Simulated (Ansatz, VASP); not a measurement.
## NiO2 in VASP and in Ansatz

```xyz
6
Lattice="2.7833 0.0000 0.0000 -1.3917 2.3622 0.0000 0.0000 0.0000 10.8430" Properties=species:S:1:pos:R:3 pbc="T T T"
Ni    0.0000    0.0000    0.0000
Ni    0.0000    0.0000    5.4215
O     1.3917    0.7874    0.9335
O     1.3917    0.7874    4.4880
O     0.0000    1.5748    9.9095
O     0.0000    1.5748    6.3550
```

Change from the starting cell: strain -0.0200 x Voigt [0, 1, 0, 0, 0, 0], atoms carried along.

Alike in both runs: task single point; functional PBEsol; k mesh 12 × 12 × 4; occupations gaussian, width 0.05 eV; no spin polarisation.

|  | VASP | Ansatz |
| --- | --- | --- |
| version | VASP 6.6.1 | Ansatz 0.2.0 |
| potentials or method | VASP PAW PBE potentials, release 64 (Ni, O), cutoff 520 eV | scalar-relativistic, plane waves, PAW |
| valence electrons in the cell | 44 | 60 |

```tsv
	VASP	Ansatz	Ansatz less VASP
gap on the k mesh at the Fermi level (eV)	1.16	1.18	+0.021
least direct gap on the mesh (eV)	1.42	1.44	+0.017
pressure (GPa)	4.9	4.3	-0.65
traceless stress, the component that is largest in VASP (GPa)	3.78	3.64	-0.133
rms of the force components (eV/Å)	0.170	0.138	-0.0323
```

VASP's potentials were made for PBE, not for PBEsol. Atom by atom the forces differ by 0.034 eV/Å (rms over components). VASP's potentials hold 44 valence electrons a cell and Ansatz's 60, so a difference there can come from the potentials and not from the codes.
